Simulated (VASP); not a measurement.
TaPAu3: single point with PBE

Crystal: TaPAu3.

```
CELL_PARAMETERS angstrom
4.89005 0.00000 0.00000
0.00000 4.89005 0.00000
0.00000 0.00000 5.33537
ATOMIC_POSITIONS crystal
Ta 0.50000 0.50000 0.54108
P 0.00000 0.00000 0.23172
Au 0.50000 0.50000 0.01710
Au 0.00000 0.50000 0.33505
Au 0.50000 0.00000 0.33505
```

```json
{
 "Program": "VASP 6.6.1",
 "Task": "single point",
 "Functional": "PBE",
 "Potentials or basis": "VASP PAW PBE potentials, release 64 (Ta_pv, P, Au)",
 "Cutoff": "520 eV",
 "k mesh": "8 × 8 × 8",
 "Occupations": "gaussian, width 0.1 eV",
 "Spin": "no spin polarisation"
}
```

```yaml
Pressure: -0.1 GPa
Largest_force: 0.014 eV/Å
Band_gap_on_the_k_mesh: zero (an odd number of electrons rules out a gap without spin polarisation)
```

Forces on the atoms (eV/Å):
```
Ta   0.000  0.000 -0.014
P    0.000  0.000  0.000
Au   0.000  0.000  0.012
Au   0.000  0.000  0.001
Au   0.000  0.000  0.001
```

Stress tensor (GPa, compression positive):
```
-0.18  0.00  0.00
 0.00 -0.18  0.00
 0.00  0.00 -0.04
```

Levels at points of the mesh, in eV from the Fermi level:
| k point | band 21 | band 22 | band 23 | band 24 | band 25 | band 26 | band 27 | band 28 |
| --- | --- | --- | --- | --- | --- | --- | --- | --- |
| (0.00, 0.00, 0.00) | -2.41 | -2.41 | -2.25 | -1.96 | 0.84 | 0.97 | 0.97 | 0.99 |
| (0.50, 0.00, 0.00) | -2.04 | -1.62 | -1.19 | -0.33 | 0.64 | 0.95 | 1.01 | 1.12 |
| (0.50, 0.50, 0.00) | -3.12 | -3.12 | -0.29 | 0.37 | 0.82 | 1.06 | 1.46 | 1.46 |
| (0.00, 0.00, 0.50) | -2.55 | -2.55 | -2.49 | -1.81 | -0.61 | -0.22 | -0.22 | 1.01 |
| (0.50, 0.00, 0.50) | -2.48 | -1.70 | -1.18 | -1.12 | -1.01 | -0.55 | 0.93 | 0.97 |
| (0.50, 0.50, 0.50) | -3.14 | -3.14 | -1.56 | -0.60 | 0.31 | 0.31 | 0.45 | 0.90 |

Wall time 2.5 min on 1 thread of Intel(R) Xeon(R) Platinum 8488C (Sapphire Rapids) (shared host), peak memory 0.41 GiB.

Caveat: spin-orbit coupling is left out, which moves the levels of the heavy elements.
